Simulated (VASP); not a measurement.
# SnSe (Pnma) in VASP: a series of runs

SnSe is run at these levels: PBEsol; tasks: relaxation of cell and atoms, relaxation of shape and atoms at fixed volume.

Everything below comes from runs of VASP 6.6.1. Logs are shortened: lines on timing, memory, paths and dates and some standing lists are left out, and cuts for length are marked.

### 1 The cell of the first run

Symmetry: Pnma, No. 62, orthorhombic system. The conventional cell has a = 11.420 Å, b = 4.190 Å, c = 4.460 Å, α = 90.00°, β = 90.00°, γ = 90.00°. Within 3.6 Å of Sn (site symmetry m) lie 6 Se at 2.69 to 3.51 Å and 2 Sn at 3.60 Å. Se (site symmetry m) has 6 Sn at 2.69 to 3.51 Å within 3.6 Å.

### 2 Relaxation of cell and atoms, PBEsol

File INCAR:

```
SYSTEM = SnSe
PREC = Accurate
ENCUT = 600
EDIFF = 1E-6
ISMEAR = 0
SIGMA = 0.03
LREAL = .False.
LASPH = .True.
NELM = 80
ALGO = Normal
ISIF = 3
LWAVE = .False.
LCHARG = .False.
GGA = PS
IBRION = 2
NSW = 90
EDIFFG = -0.01
KPAR = 2
```

File KPOINTS:

```
Automatic mesh
0
Gamma
  4 8 8
  0 0 0
```

File POSCAR:

```
SnSe
1.0
   11.4200000000      0.0000000000      0.0000000000
    0.0000000000      4.1900000000      0.0000000000
    0.0000000000      0.0000000000      4.4600000000
Sn Se
4 4
Direct
    0.1230000000      0.2500000000      0.0910000000
    0.3770000000      0.7500000000      0.5910000000
    0.6230000000      0.2500000000      0.4090000000
    0.8770000000      0.7500000000      0.9090000000
    0.3570000000      0.2500000000      0.0160000000
    0.1430000000      0.7500000000      0.5160000000
    0.8570000000      0.2500000000      0.4840000000
    0.6430000000      0.7500000000      0.9840000000
```

Potentials or basis: VASP PAW PBE potentials, release 64 (Sn_d, Se).

Started as:

```bash
$ cat potpaw_PBE.64/Sn_d/POTCAR potpaw_PBE.64/Se/POTCAR > POTCAR
$ mpirun -np 2 vasp_std > vasp.out
```

OUTCAR:

```text
SYSTEM = SnSe
   PREC = Accurate
   ENCUT = 600
   EDIFF = 1E-6
   ISMEAR = 0
   LREAL = .False.
   LASPH = .True.
   NELM = 80
   ISIF = 3
   GGA = PS
   IBRION = 2
   NSW = 90
   EDIFFG = -0.01

 ion  position               nearest neighbor table
   1  0.123  0.250  0.091-   5 2.69   6 2.83   6 2.83   4 3.60   4 3.60
   2  0.377  0.750  0.591-   6 2.69   5 2.83   5 2.83   3 3.60   3 3.60
   3  0.623  0.250  0.409-   7 2.69   8 2.83   8 2.83   2 3.60   2 3.60
   4  0.877  0.750  0.909-   8 2.69   7 2.83   7 2.83   1 3.60   1 3.60
   5  0.357  0.250  0.016-   1 2.69   2 2.83   2 2.83
   6  0.143  0.750  0.516-   2 2.69   1 2.83   1 2.83
   7  0.857  0.250  0.484-   3 2.69   4 2.83   4 2.83
   8  0.643  0.750  0.984-   4 2.69   3 2.83   3 2.83

  LATTYP: Found a simple orthorhombic cell.
 ALAT       =     4.1900000000
 B/A-ratio  =     1.0644391408
 C/A-ratio  =     2.7255369928

  Lattice vectors:

 A1 = (   0.0000000000,   4.1900000000,   0.0000000000)
 A2 = (   0.0000000000,   0.0000000000,   4.4600000000)
 A3 = (  11.4200000000,   0.0000000000,   0.0000000000)

Analysis of symmetry for initial positions (statically):
=====================================================================
 Subroutine PRICEL returns:
 Original cell was already a primitive cell.

 Routine SETGRP: Setting up the symmetry group for a
 simple orthorhombic supercell.

 Subroutine GETGRP returns: Found  8 space group operations
 (whereof  2 operations were pure point group operations)
 out of a pool of  8 trial point group operations.

The static configuration has the point symmetry S_2 .
 The point group associated with its full space group is D_2h.

Analysis of symmetry for dynamics (positions and initial velocities):
=====================================================================
 Subroutine PRICEL returns:
 Original cell was already a primitive cell.

 Routine SETGRP: Setting up the symmetry group for a
 simple orthorhombic supercell.

 Subroutine GETGRP returns: Found  8 space group operations
 (whereof  2 operations were pure point group operations)
 out of a pool of  8 trial point group operations.

The dynamic configuration has the point symmetry S_2 .
 The point group associated with its full space group is D_2h.

 Subroutine INISYM returns: Found  8 space group operations
 (whereof  2 operations are pure point group operations),
 and found     1 'primitive' translations

----------------------------------------------------------------------------------------

                                     Primitive cell

  volume of cell :     213.4101

  direct lattice vectors                    reciprocal lattice vectors
    11.420000000  0.000000000  0.000000000     0.087565674  0.000000000  0.000000000
     0.000000000  4.190000000  0.000000000     0.000000000  0.238663484  0.000000000
     0.000000000  0.000000000  4.460000000     0.000000000  0.000000000  0.224215247

  length of vectors
[... 118 lines left out ...]
   LORBIT       =      0    0 simple, 1 ext, 2 COOP (PROOUT), +10 PAW based schemes
   GGA     = PS    functional components
   LHFCALC =     F    Hartree Fock is set to
   AEXX    =    0.0000 exact exchange contribution
   IVDW    =     0    specifies the selected vdW correction
   LEPSILON=     F    determine dielectric tensor
   LRPA    =     F    only Hartree local field effects (RPA)
 conjugate gradient relaxation of ions
 non-spin polarized calculation
 Gauss-broadening in eV      SIGMA  =   0.03
  energy-cutoff  :      600.00
  volume of cell :      213.41
 maximum number of plane-waves:      7156
 NGX is ok and might be reduce to    96
   NGX = 45   NGY = 17   NGZ = 17

--------------------------------------- Ionic step        1  -------------------------------------------

 number of electron      79.9999997 magnetization

 Free energy of the ion-electron system (eV)
  ---------------------------------------------------
  ext. energy  EPLUGINS =         0.00000000
  ---------------------------------------------------
  free energy    TOTEN  =       -35.87548773 eV

  energy without entropy =      -35.87548773  energy(sigma->0) =      -35.87548773

------------------------ aborting loop because EDIFF is reached ----------------------------------------

  FORCE on cell =-STRESS in cart. coord.  units (eV):
  Direction    XX          YY          ZZ          XY          YZ          ZX
  --------------------------------------------------------------------------------------
  -------------------------------------------------------------------------------------
  Total        1.6423589     -1.6968989     -1.9656479      0.0000000      0.0000000      0.0000000
  in kB       12.3300171    -12.7394763    -14.7571103      0.0000000      0.0000000      0.0000000
  external PRESSURE =      -5.0555232 kB  Pullay stress =       0.0000000 kB
[... 107 lines left out ...]
  FREE ENERGIE OF THE ION-ELECTRON SYSTEM (eV)
  ---------------------------------------------------
  free  energy   TOTEN  =       -35.9167224989 eV

  energy  without entropy=      -35.9167224989  energy(sigma->0) =      -35.91672250

 E-fermi :   5.7307     XC(G=0):  -9.9640

 val. band max:        5.5653822943   @ k =   0.0000   0.0000   0.3750
 cond. band min:       6.0815875090   @ k =   0.0000   0.0000   0.1250
 fundamental gap:      0.5162052147
 Fermi energy:         5.7307172202

 k-point     1 :       0.0000    0.0000    0.0000
  band No.  band energies     occupation
      1     -15.7272      2.00000
      2     -15.7110      2.00000
      3     -15.7098      2.00000
      4     -15.7070      2.00000
      5     -15.7047      2.00000
      6     -15.7024      2.00000
[... 1213 lines left out ...]
     47       8.7984      0.00000
     48       8.7984      0.00000

 [... further k-points ...]

[... ionic steps 4 to 9 ...]

--------------------------------------- Ionic step       10  -------------------------------------------

 number of electron      79.9999995 magnetization

------------------------ aborting loop because EDIFF is reached ----------------------------------------
[... 79 lines left out ...]
--------------------------------------- Ionic step       12  -------------------------------------------

 number of electron      79.9999989 magnetization

 Free energy of the ion-electron system (eV)
  ---------------------------------------------------
  ext. energy  EPLUGINS =         0.00000000
  ---------------------------------------------------
  free energy    TOTEN  =       -35.93408601 eV

  energy without entropy =      -35.93408601  energy(sigma->0) =      -35.93408601

 E-fermi :   5.8981     XC(G=0): -10.0377

 val. band max:        5.7119997877   @ k =   0.0000   0.0000   0.3750
 cond. band min:       6.1710457166   @ k =   0.0000   0.0000   0.0000
 fundamental gap:      0.4590459289
 Fermi energy:         5.8980569178

 k-point     1 :       0.0000    0.0000    0.0000
  band No.  band energies     occupation
      1     -15.5960      2.00000
      2     -15.5814      2.00000
      3     -15.5790      2.00000
      4     -15.5757      2.00000
      5     -15.5750      2.00000
      6     -15.5709      2.00000
[... 1250 lines left out ...]
  FREE ENERGIE OF THE ION-ELECTRON SYSTEM (eV)
  ---------------------------------------------------
  free  energy   TOTEN  =       -35.9340860099 eV

  energy  without entropy=      -35.9340860099  energy(sigma->0) =      -35.93408601

 reached required accuracy - stopping structural energy minimisation
```

OSZICAR:

```text
N       E                     dE             d eps       ncg     rms          rms(c)
DAV:   1     0.923822055687E+03    0.92382E+03   -0.39914E+04  7792   0.235E+03
DAV:   2     0.125023428333E+03   -0.79880E+03   -0.77610E+03  7216   0.675E+02
DAV:   3    -0.257359953641E+02   -0.15076E+03   -0.14424E+03  8528   0.218E+02
[... 95 lines left out ...]
DAV:   2    -0.359341536322E+02   -0.71050E-04   -0.20974E-03  9504   0.324E-01    0.441E-02
DAV:   3    -0.359341043544E+02    0.49278E-04   -0.71266E-05  9952   0.716E-02    0.267E-02
DAV:   4    -0.359340837826E+02    0.20572E-04   -0.37599E-05  9240   0.537E-02    0.425E-03
DAV:   5    -0.359340859431E+02   -0.21605E-05   -0.23576E-05  7664   0.377E-02    0.350E-03
DAV:   6    -0.359340860099E+02   -0.66744E-07   -0.53671E-07  4032   0.569E-03
  12 F= -.35934086E+02 E0= -.35934086E+02  d E =-.173256E-03
```

CONTCAR:

```text
SnSe
   1.00000000000000
    11.4285959989140551    0.0000000000000000    0.0000000000000000
     0.0000000000000000    4.1617146958072100   -0.0000000000000000
     0.0000000000000000    0.0000000000000000    4.3467714012141911
  Sn              Se
     4     4
Direct
     0.1185147540175376    0.2500000000000000    0.0888335630606360
     0.3814852459824625    0.7500000000000000    0.5888335630606358
     0.6185147540175377    0.2500000000000000    0.4111664369393639
     0.8814852459824623    0.7500000000000000    0.9111664369393642
     0.3579510432290710    0.2500000000000000    0.0204760098949622
     0.1420489567709290    0.7500000000000000    0.5204760098949621
     0.8579510432290710    0.2500000000000000    0.4795239901050378
     0.6420489567709290    0.7500000000000000    0.9795239901050379

  0.00000000E+00  0.00000000E+00  0.00000000E+00
  0.00000000E+00  0.00000000E+00  0.00000000E+00
  0.00000000E+00  0.00000000E+00  0.00000000E+00
  0.00000000E+00  0.00000000E+00  0.00000000E+00
  0.00000000E+00  0.00000000E+00  0.00000000E+00
  0.00000000E+00  0.00000000E+00  0.00000000E+00
  0.00000000E+00  0.00000000E+00  0.00000000E+00
  0.00000000E+00  0.00000000E+00  0.00000000E+00
```

It took 37 min on 2 MPI ranks of AMD EPYC 9R14 (Zen 4), shared host; peak memory 0.84 GiB.

What came out:

```
Free energy                           : -35.9341 eV
Relaxed volume                        : 25.84 Å³/atom
Relaxed cell                          : a = 11.429 Å, b = 4.162 Å, c = 4.347 Å, α = 90.00°, β = 90.00°, γ = 90.00°
Space group after relaxing (to 0.1 Å) : Pnma (No. 62)
Energy gained by relaxing             : 7.3 meV/atom
Ionic steps                           : 12
Pressure after relaxing               : 0.0 GPa
Largest force after relaxing          : 0.010 eV/Å
Band gap on the k mesh                : 0.46 eV (least direct gap 0.73 eV)
```

Forces on the atoms (eV/Å):
```
Sn  -0.004  0.000  0.004
Sn   0.004  0.000  0.004
Sn  -0.004  0.000 -0.004
Sn   0.004  0.000 -0.004
Se  -0.009  0.000  0.005
Se   0.009  0.000  0.005
Se  -0.009  0.000 -0.005
Se   0.009  0.000 -0.005
```

Step by step:
```tsv
step	energy change (eV)	largest force (eV/Å)	pressure (GPa)	volume (Å³)
1	0.0000	0.2542	-0.51	213.41
2	-0.0411	0.1223	-0.18	210.79
3	-0.0412	0.1183	-0.16	210.65
4	-0.0466	0.1086	-0.06	209.67
5	-0.0554	0.0762	0.29	206.76
6	-0.0557	0.0676	0.37	206.05
7	-0.0579	0.0303	-0.06	206.95
8	-0.0580	0.0228	0.01	206.81
9	-0.0580	0.0235	-0.02	206.82
10	-0.0582	0.0233	0.00	206.81
11	-0.0584	0.0243	0.00	206.78
12	-0.0586	0.0098	0.04	206.74
```

Final structure:
```
Sn Se
1.0
    11.42860    0.00000    0.00000
     0.00000    4.16171    0.00000
     0.00000    0.00000    4.34677
Sn Se
4 4
Direct
  0.11851 0.25000 0.08883
  0.38149 0.75000 0.58883
  0.61851 0.25000 0.41117
  0.88149 0.75000 0.91117
  0.35795 0.25000 0.02048
  0.14205 0.75000 0.52048
  0.85795 0.25000 0.47952
  0.64205 0.75000 0.97952
```

Caveat: the PAW data sets were made with another functional, which shifts forces and pressure a little; spin-orbit coupling is left out, which moves the levels of the heavy elements.

(Continued in part 2 of 2.)
